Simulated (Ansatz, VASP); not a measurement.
## CrCdC4N4: VASP beside Ansatz

```
CELL_PARAMETERS angstrom
6.24763 0.00000 0.00000
0.00000 6.24763 0.00000
0.00000 0.00000 6.24763
ATOMIC_POSITIONS crystal
Cr 0.00000 0.00000 0.00000
Cd 0.50000 0.50000 0.50000
C 0.18990 0.18990 0.18990
C 0.18990 0.81010 0.81010
C 0.81010 0.18990 0.81010
C 0.81010 0.81010 0.18990
N 0.29794 0.29794 0.29794
N 0.29794 0.70206 0.70206
N 0.70206 0.29794 0.70206
N 0.70206 0.70206 0.29794
```

Alike in both runs: task single point; functional PBE; k mesh 4 × 4 × 4; occupations gaussian, width 0.2 eV; collinear spin.

```csv
,VASP,Ansatz
version,VASP 6.6.1,Ansatz 0.2.0
potentials or method,"VASP PAW PBE potentials, release 64 (Cr_pv, Cd, C, N), cutoff 520 eV","scalar-relativistic, plane waves, PAW"
valence electrons in the cell,60,70
```

```csv
,VASP,Ansatz,Ansatz less VASP
pressure (GPa),0.5,0.0,-0.48
rms of the force components (eV/Å),0.170,0.006,-0.1636
net moment per atom (μB),0.40,0.40,0.000
size of the moment on the site where the two differ most (μB),3.20,2.69,-0.513
```

Site moments also hang on the region over which each program counts them. Atom by atom the forces differ by 0.176 eV/Å (rms over components). VASP's potentials hold 60 valence electrons a cell and Ansatz's 70, so a difference there can come from the potentials and not from the codes.

Noted on VASP's run: the standard files for N, O and F lose accuracy on very short bonds.
